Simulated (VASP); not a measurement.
Wanted: the native input for a VASP 6.6.1 run.

- Task: single point
- Functional: PBE
- Potentials or basis: VASP PAW PBE potentials, release 64 (Sr_sv, B)
- Cutoff: 520 eV
- k mesh: 6 × 6 × 6
- Occupations: methfessel-paxton, width 0.0103 eV
- Spin: no spin polarisation
- Dipole correction: no
- Further INCAR settings: ALGO = Normal; EDIFF = 1e-06; NBANDS = 21

The structure of SrB lies in POSCAR:

```
SrB
1.0
    4.4704880000      0.0000000000      0.0000000000
    2.2352440000     -5.2433370000      0.0000000000
    0.0000000000      0.0000000000     -3.7392900000
Sr B
2 2
Direct
    0.3580970924      0.2838058151      0.7500000000
    0.6419029076      0.7161941849      0.2500000000
    0.0260753740      0.9478492520      0.7500000000
    0.9739246260      0.0521507480      0.2500000000
```

One way to write it, as run:

INCAR

```
PREC = Accurate ; ENCUT = 520
EDIFF = 1E-6 ; ISMEAR = 1
SIGMA = 0.0103 ; LREAL = F
LASPH = T ; NELM = 80
ALGO = Normal ; ISIF = 2
LWAVE = F ; LCHARG = F
GGA = PE ; NBANDS = 21
```

KPOINTS

```
Automatic mesh
0
Gamma
  6 6 6
```

Potentials or basis: VASP PAW PBE potentials, release 64 (Sr_sv, B).

The run is started by

```bash
$ cat potpaw_PBE.64/Sr_sv/POTCAR potpaw_PBE.64/B/POTCAR > POTCAR
$ mpirun -np 1 vasp_std > vasp.out
```

Results of the run:

```
Pressure               : -3.9 GPa
Largest force          : 0.015 eV/Å
Band gap on the k mesh : zero (band 13 reaches 3.80 eV, above the bottom of band 14 at 2.50 eV)
```

Run time: 120 s on 1 thread of Intel(R) Xeon(R) Platinum 8259CL CPU @ 2.50GHz (Skylake/Cascade Lake), on a shared host, peak memory 0.24 GiB.
